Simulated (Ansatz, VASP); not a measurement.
## Mg2Sn in VASP and in Ansatz

The input INCAR:

```
SYSTEM = Mg2Sn
PREC = Accurate
ENCUT = 600
EDIFF = 1E-7
ISMEAR = -1
SIGMA = 0.1
LREAL = .FALSE.
LASPH = .TRUE.
NELM = 120
ALGO = Normal
ISIF = 3
LWAVE = .FALSE.
LCHARG = .FALSE.
GGA = PS
IBRION = 2
NSW = 100
EDIFFG = -0.002
GGA_COMPAT = .FALSE.
NELMIN = 4
```

The input KPOINTS:

```
regular mesh
0
G
  12 12 12
  0 0 0
```

The input POSCAR:

```
Mg2Sn
1.0
    0.0000000000      3.3695000000      3.3695000000
    3.3695000000      0.0000000000      3.3695000000
    3.3695000000      3.3695000000      0.0000000000
Mg Sn
2 1
Direct
    0.2500000000      0.2500000000      0.2500000000
    0.7500000000      0.7500000000      0.7500000000
    0.0000000000      0.0000000000      0.0000000000
```

Input for Ansatz:

```yaml
crystal:
  lattice:
    - [0.0, 3.3695, 3.3695]
    - [3.3695, 0.0, 3.3695]
    - [3.3695, 3.3695, 0.0]
  atoms:
    - { symbol: Mg, position: [0.25, 0.25, 0.25] }
    - { symbol: Mg, position: [0.75, 0.75, 0.75] }
    - { symbol: Sn, position: [0.0, 0.0, 0.0] }
kpoints:
  mp_grid: { grid: [12, 12, 12] }
scf:
  occupations: { method: fermi_dirac, width: 0.1 }
hamiltonian:
  xc: pbesol
  pseudopotentials: { kind: paw }
relax:
  f_tol: 0.002
  max_steps: 80
  cell: {}
output:
  forces: true
  stress: true
```

Alike in both runs: task relaxation of cell and atoms; functional PBEsol; k mesh 12 × 12 × 12; occupations fermi-dirac, width 0.1 eV; no spin polarisation.

|  | VASP | Ansatz |
| --- | --- | --- |
| version | VASP 6.6.1 | Ansatz 0.2.0 |
| potentials or method | VASP PAW PBE potentials, release 64 (Mg, Sn_d) | PAW with Ansatz's default frozen-core files, scalar-relativistic |
| plane-wave cutoff (eV) | 600 | 420 |
| valence electrons in the cell | 18 | 34 |

```csv
,VASP,Ansatz,Ansatz less VASP
relaxed volume (Å³/atom),25.54,25.61,+0.068
relaxed cell length with the largest relative difference (Å),4.767,4.771,+0.0043
```

VASP's potentials were made for PBE, not for PBEsol. VASP's potentials hold 18 valence electrons a cell and Ansatz's 34, so a difference there can come from the potentials and not from the codes.
